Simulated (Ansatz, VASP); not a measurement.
## Tc in VASP and in Ansatz

File INCAR:

```
SYSTEM = Tc
PREC = Accurate
ENCUT = 600
EDIFF = 1E-7
ISMEAR = -1
SIGMA = 0.05
LREAL = .False.
LASPH = .True.
NELM = 100
ALGO = Normal
ISIF = 3
LWAVE = .False.
LCHARG = .False.
GGA = PS
IVDW = 12
IBRION = 2
NSW = 60
EDIFFG = -0.01
```

KPOINTS

```
regular mesh
0
Gamma
  11 11 6
  0 0 0
```

POSCAR

```
Tc
1.0
    2.7400000000      0.0000000000      0.0000000000
   -1.3700000000      2.3729096064      0.0000000000
    0.0000000000      0.0000000000      4.3980000000
Tc
2
Direct
    0.6666666667      0.3333333333      0.7500000000
    0.3333333333      0.6666666667      0.2500000000
```

Contents of input.yaml:

```yaml
crystal:
  lattice:
    - [2.74, 0.0, 0.0]
    - [-1.37, 2.3729096064, 0.0]
    - [0.0, 0.0, 4.398]
  atoms:
    - { symbol: Tc, position: [0.6666666667, 0.3333333333, 0.75] }
    - { symbol: Tc, position: [0.3333333333, 0.6666666667, 0.25] }
hamiltonian:
  xc: pbesol
  pseudopotentials: { kind: paw }
  dispersion: d3bj
kpoints:
  mp_grid: { grid: [11, 11, 6] }
scf:
  occupations: { method: fermi_dirac, width: 0.05 }
output:
  forces: true
  stress: true
  eigenvalues: true
  write_density: true
  write_potential: true
  elf: true
  volumetric_format: npy
relax:
  f_tol: 0.01
  max_steps: 40
  cell: { stress_tol: 0.05 }
```

Alike in both runs: task relaxation of cell and atoms; functional PBEsol; dispersion D3(BJ); k mesh 11 × 11 × 6; occupations fermi-dirac, width 0.05 eV; no spin polarisation.

|  | VASP | Ansatz |
| --- | --- | --- |
| version | VASP 6.6.1 | Ansatz 0.2.0 |
| potentials or method | VASP PAW PBE potentials, release 64 (Tc_pv) | Ansatz PAW earlier set |
| plane-wave cutoff (eV) | 600 | 500 |
| valence electrons in the cell | 26 | 30 |

|  | VASP | Ansatz | Ansatz less VASP |
| --- | --- | --- | --- |
| gap on the k mesh at the Fermi level, each at its own relaxed structure (eV) | none | none | - |
| relaxed volume (Å³/atom) | 13.67 | 13.69 | +0.023 |
| relaxed length of the cell vector where the two differ most in proportion (Å) | 2.699 | 2.701 | +0.0016 |

VASP's potentials were made for PBE, not for PBEsol. A gap of «none» marks a metal or a gap that the smearing closes. VASP's potentials hold 26 valence electrons a cell and Ansatz's 30, so a difference there can come from the potentials and not from the codes.

Noted on Ansatz's run: the plane-wave basis is chosen anew once the cell has moved, so the energies of steps on either side of that aren't comparable.
